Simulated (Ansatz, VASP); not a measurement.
## One calculation of Ca, two programs

INCAR

```
SYSTEM = Ca
ALGO     = Normal         ! electronic algorithm
EDIFF    = 1E-8           ! SCF threshold, eV
ENCUT    = 520            ! plane-wave cutoff, eV
GGA      = PE             ! functional
ISIF     = 2              ! what is computed and relaxed
ISMEAR   = -1             ! smearing method
LASPH    = .TRUE.         ! aspherical terms in the spheres
LCHARG   = .FALSE.        ! write CHGCAR
LEFG     = .TRUE.       
LREAL    = .FALSE.        ! projectors in reciprocal space
LWAVE    = .FALSE.        ! write WAVECAR
NBANDS   = 11             ! bands
NELM     = 80             ! most SCF steps
PREC     = Accurate       ! precision mode
SIGMA    = 0.05           ! smearing width, eV
```

KPOINTS

```
k-points
0
G
  13 13 13
  0 0 0
```

The input POSCAR:

```
Ca
1.0
    3.5492468169      0.0000000000      0.0000000000
    0.0000000000      3.5492468169      0.0000000000
    0.0000000000      0.0000000000      3.5492468169
Ca
1
Direct
    0.0000000000      0.0000000000      0.0000000000
```

Input for Ansatz:

```yaml
crystal:
  lattice:
    - [3.5492468169, 0.0, 0.0]
    - [0.0, 3.5492468169, 0.0]
    - [0.0, 0.0, 3.5492468169]
  atoms:
    - { symbol: Ca, position: [0.0, 0.0, 0.0] }
kpoints:
  mp_grid: { grid: [13, 13, 13] }
scf:
  occupations: { method: fermi_dirac, width: 0.05 }
hamiltonian:
  xc: pbe
  pseudopotentials: { kind: paw }
output:
  forces: true
  stress: true
  eigenvalues: true
  efg: { contact_densities: true }
  write_density: true
  write_potential: true
  elf: true
  volumetric_format: npy
```

Change from the starting cell: volume scaled by 1.025, PAW files.

Alike in both runs: task electric field gradients; functional PBE; k mesh 13 × 13 × 13; occupations fermi-dirac, width 0.05 eV; no spin polarisation.

|  | VASP | Ansatz |
| --- | --- | --- |
| version | VASP 6.6.1 | Ansatz 0.2.0 |
| potentials or method | VASP PAW PBE potentials, release 64 (Ca_sv) | PAW with Ansatz's default frozen-core files, scalar-relativistic |
| plane-wave cutoff (eV) | 520 | 420 |
| valence electrons in the cell | 10 | 10 |

|  | VASP | Ansatz | Ansatz less VASP |
| --- | --- | --- | --- |
| pressure (GPa) | -0.3 | -0.3 | -0.01 |

With one functional, cell and mesh, what is left measures potentials, basis and numerics.
